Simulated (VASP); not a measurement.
## Al: single point with PBEsol

Al:

```
Al
1.0
     2.81245    0.02812    0.02812
    -1.38187    2.42160    0.01029
     0.04867    0.04867    4.86685
Al
2
Direct
  0.66667 0.33333 0.75000
  0.33333 0.66667 0.25000
```

```json
{
 "Program": "VASP 6.6.1",
 "Task": "single point",
 "Functional": "PBEsol",
 "Potentials or basis": "VASP PAW PBE potentials, release 64 (Al)",
 "Cutoff": "520 eV",
 "k mesh": "14 × 14 × 7",
 "Occupations": "fermi-dirac, width 0.05 eV",
 "Spin": "no spin polarisation"
}
```

* Pressure: -1.3 GPa
* Largest force: 0.005 eV/Å
* Band gap on the k mesh: zero (bands 3 and 4 overlap by 5.39 eV)

Forces in eV/Å, atoms in the order of the input:
```
Al  -0.004 -0.001 -0.003
Al   0.004  0.001  0.003
```

Stress tensor (GPa, compression positive):
```
-0.74 -1.11 -0.31
-1.11 -0.61 -0.26
-0.31 -0.26 -2.46
```

Levels at points of the mesh, in eV from the Fermi level:
| k point | band 1 | band 2 | band 3 | band 4 | band 5 | band 6 |
| --- | --- | --- | --- | --- | --- | --- |
| (0.00, 0.00, 0.00) | -11.04 | -5.03 | -4.81 | 11.08 | 11.27 | 11.38 |
| (0.50, 0.00, 0.00) | -5.12 | -4.98 | 0.21 | 0.86 | 1.00 | 1.63 |
| (0.00, 0.50, 0.00) | -5.00 | -4.90 | 0.40 | 0.88 | 1.19 | 1.64 |
| (0.50, 0.50, 0.00) | -4.87 | -4.83 | 0.65 | 0.83 | 1.44 | 1.60 |

Wall time 76 s on 1 thread of Intel(R) Xeon(R) Platinum 8375C CPU @ 2.90GHz (Ice Lake) (shared host), peak memory 0.3 GiB.

Caveat: the PAW data sets were made with another functional, which shifts forces and pressure a little.
